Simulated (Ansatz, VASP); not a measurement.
# PtSe2 in VASP and in Ansatz

```
CELL_PARAMETERS angstrom
3.76072 0.00000 0.00000
-1.88036 3.25688 0.00000
0.00000 0.00000 4.86331
ATOMIC_POSITIONS crystal
Pt 0.00000 0.00000 0.00000
Se 0.33333 0.66667 0.26068
Se 0.66667 0.33333 0.73932
```

Alike in both runs: task relaxation of cell and atoms; functional PBEsol; k mesh 12 × 12 × 8; occupations fermi-dirac, width 0.15 eV; no spin polarisation.

|  | VASP | Ansatz |
| --- | --- | --- |
| version | VASP 6.6.1 | Ansatz 0.2.0 |
| potentials or method | VASP PAW PBE potentials, release 64 (Pt, Se), cutoff 600 eV | scalar-relativistic, plane waves, PAW |
| valence electrons in the cell | 22 | 50 |

|  | VASP | Ansatz | Ansatz less VASP |
| --- | --- | --- | --- |
| gap on the k mesh at the Fermi level, each at its own relaxed structure (eV) | none | none | - |
| relaxed volume (Å³/atom) | 19.84 | 19.84 | +0.001 |
| relaxed cell length with the largest relative difference (Å) | 4.856 | 4.859 | +0.0030 |

VASP's potentials were made for PBE, not for PBEsol. A gap of «none» marks a metal or a gap that the smearing closes. VASP's potentials hold 22 valence electrons a cell and Ansatz's 50, so a difference there can come from the potentials and not from the codes.

Neither program's run includes spin-orbit coupling.
